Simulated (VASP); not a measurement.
Crystal: Al.

```xyz
1
Lattice="-1.5805 1.5805 1.5805 1.5805 -1.5805 1.5805 1.5805 1.5805 -1.5805" Properties=species:S:1:pos:R:3 pbc="T T T"
Al    0.0000    0.0000    0.0000
```

Base run:

- Program: VASP 6.6.1
- Functional: PBE0
- Potentials or basis: VASP PAW PBE potentials, release 64 (Al)
- Cutoff: 520 eV
- k mesh: 8 × 8 × 8
- Occupations: fermi-dirac, width 0.05 eV
- Spin: no spin polarisation

Its results: pressure 4.1 GPa.

Q: The run is repeated on the same cell with these changes: k mesh from 8 × 8 × 8 to 6 × 6 × 6. What comes out?

A: Pressure 5.1 GPa.

Caveats: some runs use coarse meshes; the PAW data sets were made with another functional, which shifts forces and pressure a little.
